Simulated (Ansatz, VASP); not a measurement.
## CdSe in VASP and in Ansatz

```xyz
2
Lattice="0.0000 2.8429 2.8429 2.8429 0.0000 2.8429 2.8429 2.8429 0.0000" Properties=species:S:1:pos:R:3 pbc="T T T"
Cd    0.0000    0.0000    0.0000
Se    2.8429    2.8429    2.8429
```

Alike in both runs: task single point; functional PBE; k mesh 6 × 6 × 6; occupations fermi-dirac, width 0.2 eV; no spin polarisation.

|  | VASP | Ansatz |
| --- | --- | --- |
| version | VASP 6.6.1 | Ansatz 0.2.0 |
| potentials or method | VASP PAW PBE potentials, release 64 (Cd, Se) | plane waves |
| plane-wave cutoff (eV) | 500 | 420 |
| valence electrons in the cell | 18 | 36 |

Ansatz gave:

| Item | Value |
| --- | --- |
| pressure (GPa) | 1.9 |

**Question.** Which values does VASP return?

**Answer.** Pressure (GPa): 2.3.

VASP's potentials hold 18 valence electrons a cell and Ansatz's 36, so a difference there can come from the potentials and not from the codes.
